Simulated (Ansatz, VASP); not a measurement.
# AlGa3N2: VASP beside Ansatz

```
Al Ga N
1.0
     5.62653    0.00000    0.00000
     0.00000    5.62653    0.00000
     0.00000    0.00000    3.57761
Al Ga N
1 3 2
Direct
  0.50000 0.50000 0.00000
  0.00000 0.00000 0.50000
  0.00000 0.50000 0.00000
  0.50000 0.00000 0.00000
  0.50000 0.50000 0.50000
  0.00000 0.00000 0.00000
```

Alike in both runs: task relaxation of cell and atoms; functional PBE; k mesh 4 × 4 × 6; occupations gaussian, width 0.1 eV; no spin polarisation.

|  | VASP | Ansatz |
| --- | --- | --- |
| version | VASP 6.6.1 | Ansatz 0.2.0 |
| potentials or method | VASP PAW PBE potentials, release 64 (Al, Ga_d, N), cutoff 600 eV | scalar-relativistic, plane waves, PAW |
| valence electrons in the cell | 52 | 52 |

|  | VASP | Ansatz | Ansatz less VASP |
| --- | --- | --- | --- |
| gap on the k mesh at the Fermi level, each at its own relaxed structure (eV) | none | none | - |
| relaxed volume (Å³/atom) | 18.73 | 18.75 | +0.021 |
| relaxed length of the cell vector where the two differ most in proportion (Å) | 3.556 | 3.560 | +0.0041 |

A gap of «none» marks a metal or a gap that the smearing closes.
